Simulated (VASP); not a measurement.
A run of VASP 6.6.1:

File INCAR:

```
PREC = Accurate ; ENCUT = 520
EDIFF = 1E-7 ; ISMEAR = 0
SIGMA = 0.01 ; LREAL = F
LASPH = T ; NELM = 100
ALGO = Normal ; ISIF = 2
LWAVE = F ; LCHARG = F
GGA = PS ; NBANDS = 32
```

The input KPOINTS:

```
regular mesh
0
Gamma
  6 6 2
```

The input POSCAR:

```
K2NaCl3
1.0
    4.2514321993      0.0000000000      0.0000000000
   -2.1257160996      3.6818482870      0.0000000000
    0.0000000000      0.0000000000     10.5136509192
K Na Cl
2 1 3
Direct
    0.3333333333      0.6666666667      0.6777764671
    0.6666666667      0.3333333333      0.3222235329
    0.0000000000      0.0000000000      0.0000000000
    0.3333333333      0.6666666667      0.1442759102
    0.6666666667      0.3333333333      0.8557240898
    0.0000000000      0.0000000000      0.5000000000
```

Potentials or basis: VASP PAW PBE potentials, release 64 (K_sv, Na_pv, Cl).

Command:

```sh
$ cat potpaw_PBE.64/K_sv/POTCAR potpaw_PBE.64/Na_pv/POTCAR potpaw_PBE.64/Cl/POTCAR > POTCAR
$ mpirun -np 1 vasp_std > vasp.out
```

Hardware: 1 thread of Oxide Virtual Turin-like Processor, on a shared host.

Q: How long does it take, and how much memory?

A: Run time: 88 s on 1 thread of Oxide Virtual Turin-like Processor, with other jobs on the host, peak memory 0.25 GiB. Counts: scf iterations 17, k points 14.
